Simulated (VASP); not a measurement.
# Ti (P6_3/mmc) in VASP: further runs

The runs below take Ti through single point, with PBEsol.

All numbers are computed with VASP 6.6.1; they aren't measurements. Logs are shortened: lines on timing, memory, paths and dates and some standing lists are left out, and cuts for length are marked.

## Step 1: The cell of the first run

The structure is hexagonal, space group P6_3/mmc (No. 194). The conventional cell has a = 2.681 Å, b = 2.681 Å, c = 4.299 Å, α = 90.00°, β = 90.00°, γ = 120.00°. Within 3.5 Å of Ti (site symmetry -6m2) lie 12 Ti at 2.65 to 2.68 Å.

## Step 2: Single point, PBEsol

INCAR

```
SYSTEM = Ti
PREC = Accurate
ENCUT = 520
EDIFF = 1E-6
ISMEAR = -1
SIGMA = 0.05
LREAL = .FALSE.
LASPH = .TRUE.
NELM = 100
ALGO = Normal
ISIF = 2
LWAVE = .FALSE.
LCHARG = .TRUE.
GGA = PS
LELF = .TRUE.
LVHAR = .TRUE.
NBANDS = 19
```

KPOINTS

```
regular mesh
0
G
  15 15 8
  0 0 0
```

POSCAR

```
Ti
1.0
    2.6814753986      0.0000000000      0.0000000000
   -1.3407376993      2.3222258148      0.0000000000
    0.0000000000      0.0000000000      4.2987285616
Ti
2
Direct
    0.3333333333      0.6666666667      0.2500000000
    0.6666666667      0.3333333333      0.7500000000
```

Potentials or basis: VASP PAW PBE potentials, release 64 (Ti_sv).

Started as:

```
$ cat potpaw_PBE.64/Ti_sv/POTCAR > POTCAR
$ mpirun -np 1 vasp_std > vasp.out
```

OUTCAR:

```text
SYSTEM = Ti
   PREC = Accurate
   ENCUT = 520
   EDIFF = 1E-6
   ISMEAR = -1
   LREAL = .FALSE.
   LASPH = .TRUE.
   NELM = 100
   ISIF = 2
   GGA = PS

 ion  position               nearest neighbor table
   1  0.333  0.667  0.250-   2 2.65   2 2.65   2 2.65   2 2.65   2 2.65   2 2.65
   2  0.667  0.333  0.750-   1 2.65   1 2.65   1 2.65   1 2.65   1 2.65   1 2.65

  LATTYP: Found a hexagonal cell.
 ALAT       =     2.6814753986
 C/A-ratio  =     1.6031206417

  Lattice vectors:

 A1 = (   2.6814753986,   0.0000000000,   0.0000000000)
 A2 = (  -1.3407376993,   2.3222258148,   0.0000000000)
 A3 = (   0.0000000000,   0.0000000000,   4.2987285616)

Analysis of symmetry for initial positions (statically):
=====================================================================
 Subroutine PRICEL returns:
 Original cell was already a primitive cell.

 Routine SETGRP: Setting up the symmetry group for a
 hexagonal supercell.

 Subroutine GETGRP returns: Found 24 space group operations
 (whereof 12 operations were pure point group operations)
 out of a pool of 24 trial point group operations.

The static configuration has the point symmetry D_3d.
 The point group associated with its full space group is D_6h.

Analysis of symmetry for dynamics (positions and initial velocities):
=====================================================================
 Subroutine PRICEL returns:
 Original cell was already a primitive cell.

 Routine SETGRP: Setting up the symmetry group for a
 hexagonal supercell.

 Subroutine GETGRP returns: Found 24 space group operations
 (whereof 12 operations were pure point group operations)
 out of a pool of 24 trial point group operations.

The dynamic configuration has the point symmetry D_3d.
 The point group associated with its full space group is D_6h.

 Subroutine INISYM returns: Found 24 space group operations
 (whereof 12 operations are pure point group operations),
 and found     1 'primitive' translations

----------------------------------------------------------------------------------------

                                     Primitive cell

  volume of cell :      26.7681

  direct lattice vectors                    reciprocal lattice vectors
     2.681475399  0.000000000  0.000000000     0.372929023  0.215310672  0.000000000
    -1.340737699  2.322225815  0.000000000     0.000000000  0.430621343  0.000000000
     0.000000000  0.000000000  4.298728562     0.000000000  0.000000000  0.232626923

  length of vectors
     2.681475399  2.681475399  4.298728562     0.430621343  0.430621343  0.232626923

  position of ions in fractional coordinates (direct lattice)
     0.333333333  0.666666667  0.250000000
     0.666666667  0.333333333  0.750000000

  ion indices of the primitive-cell ions
   primitive index   ion index
                 1           1
                 2           2

----------------------------------------------------------------------------------------

 KPOINTS: regular mesh

Automatic generation of k-mesh.
 Grid dimensions read from file:
 generate k-points for:   15   15    8

 Generating k-lattice:

  Cartesian coordinates                     Fractional coordinates (reciprocal lattice)
     0.024861935  0.014354045  0.000000000     0.066666667  0.000000000  0.000000000
     0.000000000  0.028708090  0.000000000     0.000000000  0.066666667  0.000000000
     0.000000000  0.000000000  0.029078365     0.000000000  0.000000000  0.125000000

  Length of vectors
     0.028708090  0.028708090  0.029078365

  Shift w.r.t. Gamma in fractional coordinates (k-lattice)
     0.000000000  0.000000000  0.000000000

 Subroutine IBZKPT returns following result:
 ===========================================

 Found    135 irreducible k-points:

 Following reciprocal coordinates:
            Coordinates               Weight
  0.000000  0.000000  0.000000      1.000000
  0.066667  0.000000  0.000000      6.000000
  0.133333 -0.000000  0.000000      6.000000
  0.200000 -0.000000  0.000000      6.000000
  0.266667 -0.000000  0.000000      6.000000
  0.333333 -0.000000  0.000000      6.000000
[... 16 lines left out ...]
  0.333333  0.200000  0.000000     12.000000
  0.400000  0.200000  0.000000      6.000000
 [... further k-points ...]
   k-points           NKPTS =    135   k-points in BZ     NKDIM =    135   number of bands    NBANDS=     19
   number of dos      NEDOS =    301   number of ions     NIONS =      2
   total plane-waves  NPLWV =  12800
   dimension x,y,z NGX =    20 NGY =   20 NGZ =   32
   dimension x,y,z NGXF=    40 NGYF=   40 NGZF=   64
   ions per type =               2
   NGX,Y,Z   is equivalent  to a cutoff of  12.40, 12.40, 12.38 a.u.
   NGXF,Y,Z  is equivalent  to a cutoff of  24.80, 24.80, 24.75 a.u.
 SYSTEM =  Ti
   PREC   = accura    normal or accurate (medium, high low for compatibility)
   ISTART =      0    job   : 0-new  1-cont  2-samecut
   ICHARG =      2    charge: 1-file 2-atom 10-const
   ISPIN  =      1    spin polarized calculation?
   LNONCOLLINEAR =      F non collinear calculations
   LSORBIT =      F    spin-orbit coupling
   LASPH  =      T    aspherical Exc in radial PAW
   ENCUT  =  520.0 eV  38.22 Ry    6.18 a.u.   4.99  4.99  7.99*2*pi/ulx,y,z
   NELM   =    100;   NELMIN=  2; NELMDL= -5     # of ELM steps
   EDIFF  = 0.1E-05   stopping-criterion for ELM
   LREAL  =      F    real-space projection
   EDIFFG = 0.1E-04   stopping-criterion for IOM
   NSW    =      0    number of steps for IOM
   IBRION =     -1    ionic relax: 0-MD 1-quasi-New 2-CG
   NFREE  =      0    steps in history (QN), initial steepest desc. (CG)
   ISIF   =      2    stress and relaxation
   ISYM   =      2    0-nonsym 1-usesym 2-fastsym
   POTIM  = 0.5000    time-step for ionic-motion
   TEBEG  =    0.0;   TEEND  =   0.0 temperature during run
   PSTRESS=    0.0 pullay stress
   NELECT =      24.0000    total number of electrons
   NUPDOWN=      -1.0000    fix difference up-down
   EMIN   =  10.00;   EMAX   =-10.00  energy-range for DOS
   EFERMI =   0.00;   METHOD = LEGACY
   ISMEAR =    -1;   SIGMA  =   0.05  broadening in eV -4-tet -1-fermi 0-gaus
   EFERMI_NEDOS =   21; number of points for ismear=-14 and -15
   IALGO  =     38    algorithm
   IMIX   =      4    mixing-type and parameters
     AMIX     =   0.40;   BMIX     =  1.00
     AMIX_MAG =   1.60;   BMIX_MAG =  1.00
  volume/ion in A,a.u.               =      13.38        90.32
  Fermi-wavevector in a.u.,A,eV,Ry     =   1.578601  2.983124 33.905478  2.491982
  Thomas-Fermi vector in A             =   2.679107
   LORBIT       =      0    0 simple, 1 ext, 2 COOP (PROOUT), +10 PAW based schemes
   GGA     = PS    functional components
   LHFCALC =     F    Hartree Fock is set to
   AEXX    =    0.0000 exact exchange contribution
   IVDW    =     0    specifies the selected vdW correction
   LEPSILON=     F    determine dielectric tensor
   LRPA    =     F    only Hartree local field effects (RPA)
 non-spin polarized calculation
  energy-cutoff  :      520.00
  volume of cell :       26.77
 maximum number of plane-waves:       744
 NGX is ok and might be reduce to    20
   NGX =  9   NGY =  9   NGZ = 15

 number of electron      24.0000005 magnetization

 Free energy of the ion-electron system (eV)
  ---------------------------------------------------
  ext. energy  EPLUGINS =         0.00000000
  ---------------------------------------------------
  free energy    TOTEN  =       -16.02147921 eV

  energy without entropy =      -16.00650924  energy(sigma->0) =      -16.01399422

 E-fermi :  11.2657     XC(G=0): -12.9411

 val. band max:       11.2548899882   @ k =   0.1333  -0.0000   0.3750
 cond. band min:      11.2738113240   @ k =   0.3333   0.3333   0.3750
 fundamental gap:      0.0189213358
 Fermi energy:        11.2657222519

 k-point     1 :       0.0000    0.0000    0.0000
  band No.  band energies     occupation
      1     -45.0383      2.00000
      2     -44.6701      2.00000
      3     -22.1032      2.00000
      4     -20.7018      2.00000
      5     -20.7018      2.00000
      6     -20.5306      2.00000
[... 11 lines left out ...]
     18      13.4215      0.00000
     19      15.5218      0.00000

 k-point     2 :       0.0667    0.0000    0.0000
  band No.  band energies     occupation
      1     -45.0259      2.00000
      2     -44.6646      2.00000
      3     -22.0809      2.00000
      4     -20.7513      2.00000
      5     -20.7177      2.00000
      6     -20.5505      2.00000
[... 11 lines left out ...]
     18      13.3170      0.00000
     19      15.5804      0.00000

 k-point     3 :       0.1333   -0.0000    0.0000
  band No.  band energies     occupation
      1     -44.9901      2.00000
      2     -44.6493      2.00000
      3     -22.0162      2.00000
      4     -20.8914      2.00000
      5     -20.7613      2.00000
      6     -20.6916      2.00000
[... 11 lines left out ...]
     18      13.2764      0.00000
     19      15.7153      0.00000

 k-point     4 :       0.2000   -0.0000    0.0000
  band No.  band energies     occupation
      1     -44.9356      2.00000
      2     -44.6280      2.00000
      3     -21.9148      2.00000
      4     -21.0984      2.00000
      5     -20.8919      2.00000
      6     -20.8227      2.00000
[... 11 lines left out ...]
     18      13.7918      0.00000
     19      15.8604      0.00000

 k-point     5 :       0.2667   -0.0000    0.0000
  band No.  band energies     occupation
      1     -44.8699      2.00000
      2     -44.6060      2.00000
      3     -21.7864      2.00000
      4     -21.3362      2.00000
      5     -21.1121      2.00000
      6     -20.8904      2.00000
[... 11 lines left out ...]
     18      14.4340      0.00000
     19      15.9784      0.00000
[... 334 lines left out ...]
      2     -44.5856      2.00000
      3     -21.6082      2.00000
      4     -21.4453      2.00000
      5     -21.3999      2.00000
      6     -20.9790      2.00000
[... 11 lines left out ...]
     18      15.8411      0.00000
     19      15.9450      0.00000

 k-point    22 :       0.2667    0.2000    0.0000
  band No.  band energies     occupation
      1     -44.7281      2.00000
      2     -44.5799      2.00000
      3     -21.5903      2.00000
      4     -21.4749      2.00000
      5     -21.4536      2.00000
      6     -21.0904      2.00000
[... 11 lines left out ...]
     18      15.8137      0.00000
     19      16.8483      0.00000

 k-point    23 :       0.3333    0.2000    0.0000
  band No.  band energies     occupation
      1     -44.6821      2.00000
      2     -44.5831      2.00000
      3     -21.6893      2.00000
      4     -21.4614      2.00000
      5     -21.3541      2.00000
      6     -21.1958      2.00000
[... 11 lines left out ...]
     18      15.8755      0.00000
     19      17.7172      0.00000

 k-point    24 :       0.4000    0.2000    0.0000
  band No.  band energies     occupation
      1     -44.6620      2.00000
      2     -44.5880      2.00000
      3     -21.7240      2.00000
      4     -21.4537      2.00000
      5     -21.2954      2.00000
      6     -21.2443      2.00000
[... 11 lines left out ...]
     18      15.7876      0.00000
     19      18.2676      0.00000

 [... further k-points ...]

------------------------ aborting loop because EDIFF is reached ----------------------------------------

  FORCE on cell =-STRESS in cart. coord.  units (eV):
  Direction    XX          YY          ZZ          XY          YZ          ZX
  --------------------------------------------------------------------------------------
  -------------------------------------------------------------------------------------
  Total        6.3015548      6.3015548      6.3095035      0.0000000      0.0000000      0.0000000
  in kB      377.1724929    377.1724929    377.6482525      0.0000000      0.0000000      0.0000000
  external PRESSURE =     377.3310794 kB  Pullay stress =       0.0000000 kB

 VOLUME and BASIS-vectors are now :
 -----------------------------------------------------------------------------
  energy-cutoff  :      520.00
  volume of cell :       26.77
      direct lattice vectors                 reciprocal lattice vectors
     2.681475399  0.000000000  0.000000000     0.372929023  0.215310672  0.000000000
    -1.340737699  2.322225815  0.000000000     0.000000000  0.430621343  0.000000000
     0.000000000  0.000000000  4.298728562     0.000000000  0.000000000  0.232626923

 POSITION                                       TOTAL-FORCE (eV/Angst)
 -----------------------------------------------------------------------------------
     -0.00000      1.54815      1.07468        -0.000000      0.000000      0.000000
      1.34074      0.77408      3.22405         0.000000      0.000000      0.000000
 -----------------------------------------------------------------------------------
    total drift:                               -0.000000      0.000000     -0.000000

  FREE ENERGIE OF THE ION-ELECTRON SYSTEM (eV)
  ---------------------------------------------------
  free  energy   TOTEN  =       -16.0214792080 eV

  energy  without entropy=      -16.0065092383  energy(sigma->0) =      -16.01399422
```

Wall time 53 s (1 thread of AMD EPYC 7R43 (Zen 3), shared host); peak memory 0.13 GiB.

What came out:

```
Free energy            : -16.0215 eV
Pressure               : 37.7 GPa
Band gap on the k mesh : zero (band 12 reaches 12.26 eV, above the bottom of band 13 at 10.88 eV)
```

Levels at points of the mesh, in eV from the Fermi level:
| k point | band 9 | band 10 | band 11 | band 12 | band 13 | band 14 | band 15 | band 16 |
| --- | --- | --- | --- | --- | --- | --- | --- | --- |
| (0.00, 0.00, 0.00) | -6.70 | -3.42 | 0.87 | 0.87 | 0.94 | 1.57 | 1.57 | 1.66 |
| (0.00, 0.00, 0.50) | -4.51 | -4.51 | 0.01 | 0.01 | 0.77 | 0.77 | 0.77 | 0.77 |

Caveat: the PAW data sets were made with another functional, which shifts forces and pressure a little.

[end of part 1 of 3]
